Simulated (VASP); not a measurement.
# AlN (Cc) in VASP: a series of runs

Runs on AlN. Level: PBE. Tasks: single point.

Program: VASP 6.6.1. These are calculated values, not measurements. Logs are shortened: lines on timing, memory, paths and dates and some standing lists are left out, and cuts for length are marked.

## 1. The cell of the first run

Symmetry: Cc, No. 9, monoclinic system. Conventional cell: a = 3.131 Å, b = 5.422 Å, c = 5.019 Å, α = 90.00°, β = 92.15°, γ = 90.00°. Al (site symmetry 1) has 4 N at 1.88 to 1.92 Å within 2.5 Å. Within 2.5 Å of N (site symmetry 1) lie 4 Al at 1.88 to 1.92 Å.

## 2. Single point, PBE (strain +0.0375 x Voigt [0, 0, 0, 0, 1, 0])

File INCAR:

```
SYSTEM = AlN
ALGO     = Normal         ! electronic algorithm
EDIFF    = 1E-6           ! SCF threshold, eV
ENCUT    = 520            ! plane-wave cutoff, eV
GGA      = PE             ! functional
ISIF     = 2              ! what is computed and relaxed
ISMEAR   = 0              ! smearing method
LASPH    = .True.         ! aspherical terms in the spheres
LCHARG   = .True.         ! write CHGCAR
LELF     = .True.         ! ELF
LREAL    = .False.        ! projectors in reciprocal space
LVHAR    = .True.       
LWAVE    = .False.        ! write WAVECAR
NBANDS   = 16             ! bands
NELM     = 80             ! most SCF steps
PREC     = Accurate       ! precision mode
SIGMA    = 0.05           ! smearing width, eV
```

File KPOINTS:

```
k-points
0
Gamma
  12 12 6
  0 0 0
```

File POSCAR:

```
AlN
1.0
    3.1302395629      0.0000000000      0.0586919918
   -1.5651197815      2.7108669814     -0.0293459959
    0.0940871185      0.0000000000      5.0179796548
Al N
2 2
Direct
    0.3333333333      0.6666666667      0.0017287175
    0.6666666667      0.3333333333      0.5017287175
    0.3333333333      0.6666666667      0.3832712825
    0.6666666667      0.3333333333      0.8832712825
```

Potentials or basis: VASP PAW PBE potentials, release 64 (Al, N).

Launch:

```bash
cat potpaw_PBE.64/Al/POTCAR potpaw_PBE.64/N/POTCAR > POTCAR
mpirun -np 1 vasp_std > vasp.out
```

OUTCAR:

```text
SYSTEM = AlN
   EDIFF = 1E-6
   ENCUT = 520
   GGA = PE
   ISIF = 2
   ISMEAR = 0
   LASPH = .True.
   LREAL = .False.
   NELM = 80
   PREC = Accurate

 ion  position               nearest neighbor table
   1  0.333  0.667  0.002-   4 1.88   4 1.90   3 1.91   4 1.92   2 3.04   2 3.04   2 3.09   2 3.09
                             2 3.14   2 3.14
   2  0.667  0.333  0.502-   3 1.88   3 1.90   4 1.91   3 1.92   1 3.04   1 3.04   1 3.09   1 3.09
                             1 3.14   1 3.14
   3  0.333  0.667  0.383-   2 1.88   2 1.90   1 1.91   2 1.92
   4  0.667  0.333  0.883-   1 1.88   1 1.90   2 1.91   1 1.92

  LATTYP: Found a base centered monoclinic cell.
 ALAT       =     3.1307897520
 B/A-ratio  =     1.7317464258
 C/A-ratio  =     1.6030656932
 COS(beta)  =    -0.0374868210

  Lattice vectors:

 A1 = (  -1.5651197815,   2.7108669814,  -0.0293459959)
 A2 = (  -1.5651197814,  -2.7108669814,  -0.0293459959)
 A3 = (   0.0940871185,   0.0000000000,   5.0179796548)

Analysis of symmetry for initial positions (statically):
=====================================================================
 Subroutine PRICEL returns:
 Original cell was already a primitive cell.

 Routine SETGRP: Setting up the symmetry group for a
 base centered monoclinic supercell.

 Subroutine GETGRP returns: Found  2 space group operations
 (whereof  1 operations were pure point group operations)
 out of a pool of  4 trial point group operations.

The static configuration has the point symmetry C_1 .
 The point group associated with its full space group is C_1h.

Analysis of symmetry for dynamics (positions and initial velocities):
=====================================================================
 Subroutine PRICEL returns:
 Original cell was already a primitive cell.

 Routine SETGRP: Setting up the symmetry group for a
 base centered monoclinic supercell.

 Subroutine GETGRP returns: Found  2 space group operations
 (whereof  1 operations were pure point group operations)
 out of a pool of  4 trial point group operations.

The dynamic configuration has the point symmetry C_1 .
 The point group associated with its full space group is C_1h.

 Subroutine INISYM returns: Found  2 space group operations
[... 92 lines left out ...]
   PREC   = accura    normal or accurate (medium, high low for compatibility)
   ISTART =      0    job   : 0-new  1-cont  2-samecut
   ICHARG =      2    charge: 1-file 2-atom 10-const
   ISPIN  =      1    spin polarized calculation?
   LNONCOLLINEAR =      F non collinear calculations
   LSORBIT =      F    spin-orbit coupling
   LASPH  =      T    aspherical Exc in radial PAW
   ENCUT  =  520.0 eV  38.22 Ry    6.18 a.u.   5.82  5.82  9.33*2*pi/ulx,y,z
   NELM   =     80;   NELMIN=  2; NELMDL= -5     # of ELM steps
   EDIFF  = 0.1E-05   stopping-criterion for ELM
   LREAL  =      F    real-space projection
   EDIFFG = 0.1E-04   stopping-criterion for IOM
   NSW    =      0    number of steps for IOM
   IBRION =     -1    ionic relax: 0-MD 1-quasi-New 2-CG
   NFREE  =      0    steps in history (QN), initial steepest desc. (CG)
   ISIF   =      2    stress and relaxation
   ISYM   =      2    0-nonsym 1-usesym 2-fastsym
   POTIM  = 0.5000    time-step for ionic-motion
   TEBEG  =    0.0;   TEEND  =   0.0 temperature during run
   PSTRESS=    0.0 pullay stress
   NELECT =      16.0000    total number of electrons
   NUPDOWN=      -1.0000    fix difference up-down
   EMIN   =  10.00;   EMAX   =-10.00  energy-range for DOS
   EFERMI =   0.00;   METHOD = LEGACY
   ISMEAR =     0;   SIGMA  =   0.05  broadening in eV -4-tet -1-fermi 0-gaus
   EFERMI_NEDOS =   21; number of points for ismear=-14 and -15
   IALGO  =     38    algorithm
   IMIX   =      4    mixing-type and parameters
     AMIX     =   0.40;   BMIX     =  1.00
     AMIX_MAG =   1.60;   BMIX_MAG =  1.00
  volume/ion in A,a.u.               =      10.64        71.81
  Fermi-wavevector in a.u.,A,eV,Ry     =   1.181483  2.232679 18.992403  1.395902
  Thomas-Fermi vector in A             =   2.317756
   LORBIT       =      0    0 simple, 1 ext, 2 COOP (PROOUT), +10 PAW based schemes
   GGA     = PE    functional components
   LHFCALC =     F    Hartree Fock is set to
   AEXX    =    0.0000 exact exchange contribution
   IVDW    =     0    specifies the selected vdW correction
   LEPSILON=     F    determine dielectric tensor
   LRPA    =     F    only Hartree local field effects (RPA)
 non-spin polarized calculation
 Gauss-broadening in eV      SIGMA  =   0.05
  energy-cutoff  :      520.00
  volume of cell :       42.57
 maximum number of plane-waves:      1159
   NGX = 11   NGY = 11   NGZ = 19

 number of electron      15.9999998 magnetization

 Free energy of the ion-electron system (eV)
  ---------------------------------------------------
  ext. energy  EPLUGINS =         0.00000000
  ---------------------------------------------------
  free energy    TOTEN  =       -29.75723693 eV

  energy without entropy =      -29.75723693  energy(sigma->0) =      -29.75723693

 E-fermi :   6.2345     XC(G=0): -10.8292

 val. band max:        6.0111822112   @ k =   0.0000   0.0000   0.0000
 cond. band min:       9.9994365790   @ k =   0.0000   0.0000   0.0000
 fundamental gap:      3.9882543678
 Fermi energy:         6.2344533487

 k-point     1 :       0.0000    0.0000    0.0000
  band No.  band energies     occupation
      1      -9.1011      2.00000
      2      -7.0139      2.00000
      3       0.0640      2.00000
      4       5.1199      2.00000
      5       5.1212      2.00000
      6       5.7309      2.00000
[... 433 lines left out ...]
      3       0.8480      2.00000
      4       2.0190      2.00000
      5       2.9550      2.00000
      6       3.0033      2.00000
[... 8 lines left out ...]
     15      18.8169      0.00000
     16      20.4671      0.00000

 [... further k-points ...]
[... 5 lines left out ...]
  --------------------------------------------------------------------------------------
  -------------------------------------------------------------------------------------
  Total       -0.0623181     -0.0569413     -0.0065821      0.0000000      0.0000000     -1.2412431
  in kB       -2.3456468     -2.1432674     -0.2477480      0.0000000      0.0000000    -46.7202833
  external PRESSURE =      -1.5788874 kB  Pullay stress =       0.0000000 kB

 VOLUME and BASIS-vectors are now :
 -----------------------------------------------------------------------------
  energy-cutoff  :      520.00
  volume of cell :       42.57
      direct lattice vectors                 reciprocal lattice vectors
     3.130239563  0.000000000  0.058691992     0.319576718  0.184442838 -0.005992063
    -1.565119781  2.710866981 -0.029345996     0.000000000  0.368885676  0.000000000
     0.094087118  0.000000000  5.017979655    -0.003737878 -0.000000000  0.199353476

 POSITION                                       TOTAL-FORCE (eV/Angst)
 -----------------------------------------------------------------------------------
      0.00016      1.80724      0.00867        -0.182482      0.018849      0.009364
      1.61233      0.90362      2.54701        -0.182482     -0.018849      0.009364
      0.03606      1.80724      1.92325         0.182482      0.023497     -0.009364
      1.64822      0.90362      4.46158         0.182482     -0.023497     -0.009364
 -----------------------------------------------------------------------------------
    total drift:                                0.000306     -0.000000      0.000232

  FREE ENERGIE OF THE ION-ELECTRON SYSTEM (eV)
  ---------------------------------------------------
  free  energy   TOTEN  =       -29.7572369252 eV

  energy  without entropy=      -29.7572369252  energy(sigma->0) =      -29.75723693
```

Run time: 49 s. Hardware: 1 thread of Intel Xeon 6975P-C (Granite Rapids), shared host; peak memory 0.25 GiB.

Results:

```
Free energy            : -29.7572 eV
Pressure               : -0.2 GPa
Largest force          : 0.184 eV/Å
Band gap on the k mesh : 3.99 eV, direct
```

Forces on the atoms (eV/Å):
```
Al  -0.182  0.019  0.009
Al  -0.182 -0.019  0.009
N    0.182  0.023 -0.009
N    0.182 -0.023 -0.009
```

Levels at points of the mesh, in eV from the valence-band top:
```
           k point  band 5  band 6  band 7  band 8  band 9  band 10  band 11  band 12
(0.00, 0.00, 0.00)   -0.89   -0.28   -0.24    0.00    3.99     6.47    10.38    10.98
(0.50, 0.00, 0.00)   -3.30   -2.10   -1.78   -0.72    5.68     5.75     7.95    10.10
(0.00, 0.50, 0.00)   -3.34   -2.09   -1.79   -0.72    5.72     5.72     7.89    10.09
(0.00, 0.00, 0.50)   -0.64   -0.64   -0.51   -0.51    6.25     6.25    10.13    10.13
(0.50, 0.00, 0.50)   -1.57   -1.50   -1.45   -1.23    5.10     5.30     8.85     9.37
(0.00, 0.50, 0.50)   -1.52   -1.52   -1.35   -1.35    5.20     5.20     9.10     9.10
```

Caveat: the cell differs from its parent crystal (strain +0.0375 x Voigt [0, 0, 0, 0, 1, 0]).

## 3. Single point, PBE (strain +0.0225 x Voigt [0, 0, 0, 0, 1, 0])

File INCAR:

```
  PREC = Accurate
  ENCUT = 520
  EDIFF = 1E-6
  ISMEAR = 0
  SIGMA = 0.05
  LREAL = F
  LASPH = T
  NELM = 80
  ALGO = Normal
  ISIF = 2
  LWAVE = F
  LCHARG = F
  GGA = PE
  NBANDS = 16
```

File KPOINTS:

```
Automatic mesh
0
Gamma
  12 12 6
```

File POSCAR:

```
AlN
1.0
    3.1302395629      0.0000000000      0.0352151951
   -1.5651197815      2.7108669814     -0.0176075975
    0.0564522711      0.0000000000      5.0179796548
Al N
2 2
Direct
    0.3333333333      0.6666666667      0.0017287175
    0.6666666667      0.3333333333      0.5017287175
    0.3333333333      0.6666666667      0.3832712825
    0.6666666667      0.3333333333      0.8832712825
```

Potentials or basis: VASP PAW PBE potentials, release 64 (Al, N).

Launch:

```bash
cat potpaw_PBE.64/Al/POTCAR potpaw_PBE.64/N/POTCAR > POTCAR
mpirun -np 1 vasp_std > vasp.out
```

Wall time 46 s (1 thread of Intel Xeon 6975P-C (Granite Rapids), shared host); peak memory 0.26 GiB.

It converged, with:

```
Free energy            : -29.7721 eV
Pressure               : -0.2 GPa
Largest force          : 0.110 eV/Å
Band gap on the k mesh : 4.02 eV, direct
```

Forces on the atoms (eV/Å):
```
Al  -0.109  0.007  0.004
Al  -0.109 -0.007  0.004
N    0.109  0.008 -0.004
N    0.109 -0.008 -0.004
```

Stress tensor (GPa, compression positive):
```
-0.26  0.00 -2.80
 0.00 -0.25  0.00
-2.80  0.00 -0.14
```

Levels at points of the mesh, in eV from the valence-band top:
```tsv
k point	band 6	band 7	band 8	band 9	band 10	band 11
(0.00, 0.00, 0.00)	-0.23	-0.22	0.00	4.02	6.49	10.43
(0.50, 0.00, 0.00)	-2.07	-1.76	-0.70	5.72	5.76	7.99
(0.00, 0.50, 0.00)	-2.07	-1.76	-0.70	5.74	5.74	7.97
(0.00, 0.00, 0.50)	-0.59	-0.51	-0.51	6.29	6.29	10.15
(0.50, 0.00, 0.50)	-1.45	-1.43	-1.27	5.17	5.29	8.97
(0.00, 0.50, 0.50)	-1.47	-1.35	-1.35	5.23	5.23	9.13
```

Caveat: the cell differs from its parent crystal (strain +0.0225 x Voigt [0, 0, 0, 0, 1, 0]).
